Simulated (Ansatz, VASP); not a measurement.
**Sn in VASP and in Ansatz**

```
Sn
1.0
    -1.76040    1.81037    2.38420
     1.76040   -1.81037    2.38420
     1.76040    1.81037   -2.38420
Sn
1
Direct
  0.00000 0.00000 0.00000
```

Alike in both runs: task single point; functional PBE; k mesh 14 × 14 × 14; occupations gaussian, width 0.05 eV; no spin polarisation.

|  | VASP | Ansatz |
| --- | --- | --- |
| version | VASP 6.6.1 | Ansatz 0.2.0 |
| potentials or method | VASP PAW PBE potentials, release 64 (Sn_d), cutoff 520 eV | scalar-relativistic, plane waves, PAW |
| valence electrons in the cell | 14 | 14 |

```tsv
	VASP	Ansatz	Ansatz less VASP
gap on the k mesh at the Fermi level (eV)	none	none	-
pressure (GPa)	-3.1	-3.0	+0.08
traceless stress, the component that is largest in VASP (GPa)	0.24	0.24	+0.004
```

A gap of «none» marks a metal or a gap that the smearing closes.
